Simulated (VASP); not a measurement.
A run of VASP 6.6.1 is set up as follows.

The input INCAR:

```
  PREC = Accurate
  ENCUT = 520
  EDIFF = 1E-6
  ISMEAR = 0
  SIGMA = 0.05
  LREAL = False
  LASPH = True
  NELM = 60
  ALGO = Normal
  ISIF = 2
  LWAVE = False
  LCHARG = False
  GGA = PE
  NBANDS = 19
```

The input KPOINTS:

```
Automatic mesh
0
Gamma
  6 6 6
```

The input POSCAR:

```
SrCl2
1.0
    0.0000000000      3.5373798372      3.5946853906
    3.5373798372      0.0000000000      3.5946853906
    3.5373798372      3.5373798372      0.0000000000
Sr Cl
1 2
Direct
    0.0000000000      0.0000000000      0.0000000000
    0.2500000000      0.2500000000      0.2500000000
    0.7500000000      0.7500000000      0.7500000000
```

Potentials or basis: VASP PAW PBE potentials, release 64 (Sr_sv, Cl).

Command:

```console
$ cat potpaw_PBE.64/Sr_sv/POTCAR potpaw_PBE.64/Cl/POTCAR > POTCAR
$ mpirun -np 1 vasp_std > vasp.out
```

Predict the band gap on the k mesh.

5.08 eV (least direct gap 5.39 eV).

What does it give for the pressure?

-0.9 GPa.

Stress tensor (GPa, compression positive):
```
-0.64  0.00  0.00
 0.00 -0.64  0.00
 0.00  0.00 -1.39
```

A k mesh can miss the band edges.
